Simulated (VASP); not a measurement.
Input of a VASP 6.6.1 run:

File INCAR:

```
SYSTEM = HfTi3O8
PREC = Accurate
ENCUT = 520
EDIFF = 1E-7
ISMEAR = -1
SIGMA = 0.02
LREAL = .FALSE.
LASPH = .TRUE.
NELM = 60
ALGO = Normal
ISIF = 2
LWAVE = .FALSE.
LCHARG = .FALSE.
GGA = PE
NBANDS = 59
```

Contents of KPOINTS:

```
regular mesh
0
G
  6 6 4
  0 0 0
```

Contents of POSCAR:

```
HfTi3O8
1.0
    3.3033062092     -3.2798872582      0.0000000000
    3.3033062092      3.2798872582      0.0000000000
    0.0000000000      0.0000000000      6.0534611132
Hf Ti O
1 3 8
Direct
    0.5000000000      0.5000000000      0.0000000000
    0.0000000000      0.0000000000      0.7446299736
    0.5000000000      0.5000000000      0.5000000000
    0.0000000000      0.0000000000      0.2553700264
    0.1867176083      0.1867176083      0.0000000000
    0.8132823917      0.8132823917      0.0000000000
    0.6998449043      0.3001550957      0.7365565274
    0.3001550957      0.6998449043      0.7365565274
    0.1946327034      0.1946327034      0.5000000000
    0.8053672966      0.8053672966      0.5000000000
    0.6998449043      0.3001550957      0.2634434726
    0.3001550957      0.6998449043      0.2634434726
```

Potentials or basis: VASP PAW PBE potentials, release 64 (Hf_pv, Ti_sv, O).

Launch:

```sh
$ cat potpaw_PBE.64/Hf_pv/POTCAR potpaw_PBE.64/Ti_sv/POTCAR potpaw_PBE.64/O/POTCAR > POTCAR
$ mpirun -np 1 vasp_std > vasp.out
```

Problem. Predict the band gap on the k mesh.

Solution. 1.98 eV, indirect (least direct gap 2.10 eV).

Problem. What does it give for the largest force?

Solution. 0.202 eV/Å.

Problem. What does it give for the pressure?

Solution. 4.8 GPa.

Forces on the atoms (eV/Å):
```
Hf   0.000  0.000  0.000
Ti   0.000  0.000  0.014
Ti   0.000  0.000  0.000
Ti   0.000  0.000 -0.014
O    0.202  0.000  0.000
O   -0.202  0.000  0.000
O    0.000  0.035  0.099
O    0.000 -0.035  0.099
O    0.066  0.000  0.000
O   -0.066  0.000  0.000
O    0.000  0.035 -0.099
O    0.000 -0.035 -0.099
```

Caveat: spin-orbit coupling is left out, which moves the levels of the heavy elements. A k mesh can miss the band edges.
